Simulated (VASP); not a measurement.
# HfO2 in VASP: further runs

The runs below take HfO2 through single point, with PBE.

Program: VASP 6.6.1. These are calculated values, not measurements. Logs are shortened: lines on timing, memory, paths and dates and some standing lists are left out, and cuts for length are marked.

### 1 The cell of the first run

The cell holds a sheet with vacuum, 3 atoms: a = 3.173 Å, b = 3.173 Å, c = 28.969 Å, α = 90.00°, β = 90.00°, γ = 120.00°.

### 2 Single point, PBE

INCAR

```
  PREC = Accurate
  ENCUT = 520
  EDIFF = 1E-6
  ISMEAR = 0
  SIGMA = 0.1
  LREAL = False
  LASPH = True
  NELM = 80
  ALGO = Normal
  ISIF = 2
  LWAVE = False
  LCHARG = False
  LDIPOL = True
  IDIPOL = 3
  DIPOL = 0.5 0.5 0.294
  GGA = PE
  NBANDS = 18
```

KPOINTS

```
regular mesh
0
Gamma
  18 18 1
```

POSCAR

```
HfO2
1.0
    3.1725475404      0.0000002889      0.0000000000
   -1.5862740204      2.7475066202      0.0000000000
    0.0000000000      0.0000000000     28.9688751600
Hf O
1 2
Direct
    0.0000000000      0.0000000000      0.2362647646
    0.0000000000      0.0000000000      0.3013020733
    0.0000000000      0.0000000000      0.3453372396
```

Potentials or basis: VASP PAW PBE potentials, release 64 (Hf_pv, O).

Started as:

```console
> cat potpaw_PBE.64/Hf_pv/POTCAR potpaw_PBE.64/O/POTCAR > POTCAR
> mpirun -np 1 vasp_std > vasp.out
```

OUTCAR:

```text
PREC = Accurate
   ENCUT = 520
   EDIFF = 1E-6
   ISMEAR = 0
   LREAL = False
   LASPH = True
   NELM = 80
   ISIF = 2
   GGA = PE

 ion  position               nearest neighbor table
   1  0.000  0.000  0.236-   2 1.88
   2  0.000  0.000  0.301-   3 1.28   1 1.88
   3  0.000  0.000  0.345-   2 1.28

  LATTYP: Found a hexagonal cell.
 ALAT       =     3.1725475404
 C/A-ratio  =     9.1311082942

  Lattice vectors:

 A1 = (   3.1725475404,   0.0000002889,   0.0000000000)
 A2 = (  -1.5862740204,   2.7475066202,   0.0000000000)
 A3 = (   0.0000000000,   0.0000000000,  28.9688751600)

Analysis of symmetry for initial positions (statically):
=====================================================================
 Subroutine PRICEL returns:
 Original cell was already a primitive cell.

 Routine SETGRP: Setting up the symmetry group for a
 hexagonal supercell.

 Subroutine GETGRP returns: Found 12 space group operations
 (whereof 12 operations were pure point group operations)
 out of a pool of 24 trial point group operations.

The static configuration has the point symmetry C_6v.

Analysis of symmetry for dynamics (positions and initial velocities):
=====================================================================
 Subroutine PRICEL returns:
 Original cell was already a primitive cell.

 Routine SETGRP: Setting up the symmetry group for a
 hexagonal supercell.

 Subroutine GETGRP returns: Found 12 space group operations
 (whereof 12 operations were pure point group operations)
 out of a pool of 24 trial point group operations.

The dynamic configuration has the point symmetry C_6v.

 Subroutine INISYM returns: Found 12 space group operations
 (whereof 12 operations are pure point group operations),
 and found     1 'primitive' translations

----------------------------------------------------------------------------------------

                                     Primitive cell

  volume of cell :     252.5100

  direct lattice vectors                    reciprocal lattice vectors
     3.172547540  0.000000289  0.000000000     0.315204086  0.181983202  0.000000000
    -1.586274020  2.747506620  0.000000000    -0.000000033  0.363966347  0.000000000
     0.000000000  0.000000000 28.968875160     0.000000000  0.000000000  0.034519808

  length of vectors
     3.172547540  3.172547540 28.968875160     0.363966347  0.363966347  0.034519808

  position of ions in fractional coordinates (direct lattice)
     0.000000000  0.000000000  0.236264765
[... 81 lines left out ...]
   LREAL  =      F    real-space projection
[... 7 lines left out ...]
   TEBEG  =    0.0;   TEEND  =   0.0 temperature during run
   PSTRESS=    0.0 pullay stress
   NELECT =      22.0000    total number of electrons
   NUPDOWN=      -1.0000    fix difference up-down
   EMIN   =  10.00;   EMAX   =-10.00  energy-range for DOS
   EFERMI =   0.00;   METHOD = LEGACY
   ISMEAR =     0;   SIGMA  =   0.10  broadening in eV -4-tet -1-fermi 0-gaus
   EFERMI_NEDOS =   21; number of points for ismear=-14 and -15
   IALGO  =     38    algorithm
   IMIX   =      4    mixing-type and parameters
     AMIX     =   0.40;   BMIX     =  1.00
     AMIX_MAG =   1.60;   BMIX_MAG =  1.00
  volume/ion in A,a.u.               =      84.17       568.01
  Fermi-wavevector in a.u.,A,eV,Ry     =   0.725754  1.371477  7.166449  0.526719
  Thomas-Fermi vector in A             =   1.816555
   LORBIT       =      0    0 simple, 1 ext, 2 COOP (PROOUT), +10 PAW based schemes
   GGA     = PE    functional components
   LHFCALC =     F    Hartree Fock is set to
   AEXX    =    0.0000 exact exchange contribution
   IVDW    =     0    specifies the selected vdW correction
   LEPSILON=     F    determine dielectric tensor
   LRPA    =     F    only Hartree local field effects (RPA)
 non-spin polarized calculation
 Gauss-broadening in eV      SIGMA  =   0.10
  energy-cutoff  :      520.00
  volume of cell :      252.51
 maximum number of plane-waves:      6844
 NGX is ok and might be reduce to    24
   NGX = 11   NGY = 11   NGZ =107

 dipolmoment           0.000000      0.000000     -0.000004 electrons x Angstroem

 number of electron      21.9999992 magnetization

 dipolmoment           0.000000      0.000000      0.179369 electrons x Angstroem

 Free energy of the ion-electron system (eV)
  ---------------------------------------------------
  ext. energy  EPLUGINS =         0.00000000
  ---------------------------------------------------
  free energy    TOTEN  =       -19.53548443 eV

  energy without entropy =      -19.50907877  energy(sigma->0) =      -19.52228160

 E-fermi :  -4.0918     XC(G=0):  -2.3969

 val. band max:       -4.0953260690   @ k =   0.3333   0.3333   0.0000
 cond. band min:      -4.0889617513   @ k =   0.2778   0.1111   0.0000
 fundamental gap:      0.0063643176
 Fermi energy:        -4.0917846617

 k-point     1 :       0.0000    0.0000    0.0000
  band No.  band energies     occupation
      1     -35.4978      2.00000
      2     -34.6113      2.00000
      3     -34.6113      2.00000
      4     -29.0330      2.00000
      5     -19.0834      2.00000
      6     -11.7743      2.00000
[... 481 lines left out ...]
      5     -18.8365      2.00000
      6     -11.4865      2.00000
[... 10 lines left out ...]
     17       2.8391      0.00000
     18       3.3785      0.00000

 [... further k-points ...]

------------------------ aborting loop because EDIFF is reached ----------------------------------------

 vacuum level on the upper side and lower side of the slab       (xc-potential included)         1.818        -1.836

  FORCE on cell =-STRESS in cart. coord.  units (eV):
  Direction    XX          YY          ZZ          XY          YZ          ZX
  --------------------------------------------------------------------------------------
  -------------------------------------------------------------------------------------
  Total        0.1534264      0.1534264      0.3245214     -0.0000000      0.0000000     -0.0000000
  in kB        0.9734915      0.9734915      2.0590904     -0.0000000      0.0000000     -0.0000000
  external PRESSURE =       1.3353578 kB  Pullay stress =       0.0000000 kB

 VOLUME and BASIS-vectors are now :
 -----------------------------------------------------------------------------
  energy-cutoff  :      520.00
  volume of cell :      252.51
      direct lattice vectors                 reciprocal lattice vectors
     3.172547540  0.000000289  0.000000000     0.315204086  0.181983202  0.000000000
    -1.586274020  2.747506620  0.000000000    -0.000000033  0.363966347  0.000000000
     0.000000000  0.000000000 28.968875160     0.000000000  0.000000000  0.034519808

 POSITION                                       TOTAL-FORCE (eV/Angst)
 -----------------------------------------------------------------------------------
      0.00000      0.00000      6.84432        -0.000000     -0.000000      0.198265
      0.00000      0.00000      8.72838        -0.000000      0.000000     -0.771855
      0.00000      0.00000     10.00403         0.000000     -0.000000      0.573590
 -----------------------------------------------------------------------------------
    total drift:                                0.000000      0.000000     -0.012283

  FREE ENERGIE OF THE ION-ELECTRON SYSTEM (eV)
  ---------------------------------------------------
  free  energy   TOTEN  =       -19.5354844266 eV

  energy  without entropy=      -19.5090787681  energy(sigma->0) =      -19.52228160

 vacuum level on the upper side and lower side of the slab         3.297        -0.432
```

stdout:

```text
POSCAR found type information on POSCAR HfO
 POSCAR found :  2 types and       3 ions
 scaLAPACK will be used
 LDA part: xc-table for (Slater+PW92), standard interpolation
 POSCAR, INCAR and KPOINTS ok, starting setup
 FFT: planning ... GRIDC
 FFT: planning ... GRID_SOFT
 FFT: planning ... GRID
 WAVECAR not read
 entering main loop
```

It took 8.3 min on 1 thread of AMD EPYC 7R43 (Zen 3), shared host; peak memory 0.39 GiB.

What came out:

- Free energy: -19.5355 eV
- Largest force: 0.772 eV/Å
- Band gap on the k mesh: zero (band 11 reaches -3.95 eV, above the bottom of band 12 at -4.34 eV)

Forces in eV/Å, atoms in the order of the input:
```
Hf   0.000  0.000  0.198
O    0.000  0.000 -0.772
O    0.000  0.000  0.574
```

Levels at points of the mesh, in eV from the Fermi level:
```csv
k point,band 8,band 9,band 10,band 11,band 12,band 13,band 14,band 15
"(0.00, 0.00, 0.00)",-5.75,-4.83,-0.19,0.15,0.15,1.58,1.58,3.40
"(0.50, 0.00, 0.00)",-6.04,-2.18,-1.56,-0.14,0.46,3.15,3.30,4.08
```

Caveat: spin-orbit coupling is left out, which moves the levels of the heavy elements.

### 3 Single point, PBE

This run uses another cell than the first one, of 87.59 Å³/atom, 1.041 times its volume.

INCAR

```
SYSTEM = HfO2
PREC = Accurate
ENCUT = 520
EDIFF = 1E-6
ISMEAR = 0
SIGMA = 0.1
LREAL = .False.
LASPH = .True.
NELM = 100
ALGO = Normal
ISIF = 2
LWAVE = .False.
LCHARG = .False.
LDIPOL = .True.
IDIPOL = 3
DIPOL = 0.5 0.5 0.283
GGA = PE
NBANDS = 18
```

KPOINTS

```
Automatic mesh
0
Gamma
  18 18 1
  0 0 0
```

POSCAR

```
HfO2
1.0
    3.1738646352      0.0000002890      0.0000000000
   -1.5869325679      2.7486472578      0.0000000000
    0.0000000000      0.0000000000     30.1194138233
Hf O
1 2
Direct
    0.0000000000      0.0000000000      0.2272626650
    0.0000000000      0.0000000000      0.2897778204
    0.0000000000      0.0000000000      0.3321373289
```

Potentials or basis: VASP PAW PBE potentials, release 64 (Hf_pv, O).

Started as:

```console
> cat potpaw_PBE.64/Hf_pv/POTCAR potpaw_PBE.64/O/POTCAR > POTCAR
> mpirun -np 1 vasp_std > vasp.out
```

OUTCAR:

```text
SYSTEM = HfO2
   PREC = Accurate
   ENCUT = 520
   EDIFF = 1E-6
   ISMEAR = 0
   LREAL = .False.
   LASPH = .True.
   NELM = 100
   ISIF = 2
   GGA = PE

 ion  position               nearest neighbor table
   1  0.000  0.000  0.227-   2 1.88
   2  0.000  0.000  0.290-   3 1.28   1 1.88
   3  0.000  0.000  0.332-   2 1.28

  LATTYP: Found a hexagonal cell.
 ALAT       =     3.1738646352
 C/A-ratio  =     9.4898230659

  Lattice vectors:

 A1 = (   3.1738646352,   0.0000002890,   0.0000000000)
[... 701 lines left out ...]
  --------------------------------------------------------------------------------------
  -------------------------------------------------------------------------------------
  Total       -0.0809614     -0.0809614      0.3919849      0.0000000      0.0000000     -0.0000000
  in kB       -0.4936678     -0.4936678      2.3901547      0.0000000      0.0000000     -0.0000000
  external PRESSURE =       0.4676064 kB  Pullay stress =       0.0000000 kB

 VOLUME and BASIS-vectors are now :
 -----------------------------------------------------------------------------
  energy-cutoff  :      520.00
  volume of cell :      262.76
      direct lattice vectors                 reciprocal lattice vectors
     3.173864635  0.000000289  0.000000000     0.315073282  0.181907682  0.000000000
    -1.586932568  2.748647258  0.000000000    -0.000000033  0.363815308  0.000000000
     0.000000000  0.000000000 30.119413823     0.000000000  0.000000000  0.033201177

 POSITION                                       TOTAL-FORCE (eV/Angst)
 -----------------------------------------------------------------------------------
      0.00000      0.00000      6.84502        -0.000000     -0.000000      0.149826
      0.00000      0.00000      8.72794        -0.000000      0.000000     -0.716072
      0.00000      0.00000     10.00378         0.000000     -0.000000      0.566246
 -----------------------------------------------------------------------------------
    total drift:                               -0.000000     -0.000000      0.000014

  FREE ENERGIE OF THE ION-ELECTRON SYSTEM (eV)
  ---------------------------------------------------
  free  energy   TOTEN  =       -19.5357132573 eV

  energy  without entropy=      -19.5090926465  energy(sigma->0) =      -19.52240295

 vacuum level on the upper side and lower side of the slab         3.018        -0.725
```

OSZICAR:

```text
N       E                     dE             d eps       ncg     rms          rms(c)
DAV:   1     0.131276488809E+03    0.13128E+03   -0.99537E+03  1628   0.894E+02
DAV:   2    -0.146369956905E+01   -0.13274E+03   -0.12800E+03  1938   0.192E+02
DAV:   3    -0.223105913048E+02   -0.20847E+02   -0.19390E+02  1742   0.708E+01
[... 24 lines left out ...]
DAV:  28    -0.195355497326E+02   -0.81896E-04   -0.27329E-04  1726   0.562E-02    0.215E-01
DAV:  29    -0.195356553742E+02   -0.10564E-03   -0.54207E-05  1732   0.289E-02    0.564E-02
DAV:  30    -0.195356896519E+02   -0.34278E-04   -0.10441E-05  1786   0.267E-02    0.410E-02
DAV:  31    -0.195357125487E+02   -0.22897E-04   -0.45479E-05  1814   0.183E-02    0.211E-02
DAV:  32    -0.195357132573E+02   -0.70851E-06   -0.88686E-07  1584   0.684E-03
   1 F= -.19535713E+02 E0= -.19522403E+02  d E =-.266206E-01
```

Run time: 8.1 min. Hardware: 1 thread of AMD EPYC 7R43 (Zen 3), shared host; peak memory 0.39 GiB.

Results:

| Quantity | Value |
| --- | --- |
| Free energy | -19.5357 eV |
| Largest force | 0.716 eV/Å |
| Band gap on the k mesh | zero (band 11 reaches -4.00 eV, above the bottom of band 12 at -4.40 eV) |

Forces in eV/Å, atoms in the order of the input:
```
Hf   0.000  0.000  0.150
O    0.000  0.000 -0.716
O    0.000  0.000  0.566
```

Levels at points of the mesh, in eV from the Fermi level:
```tsv
k point	band 9	band 10	band 11	band 12	band 13	band 14
(0.00, 0.00, 0.00)	-4.83	-0.20	0.15	0.15	1.58	1.58
(0.50, 0.00, 0.00)	-2.18	-1.55	-0.14	0.46	3.14	3.30
```

Caveat: spin-orbit coupling is left out, which moves the levels of the heavy elements.
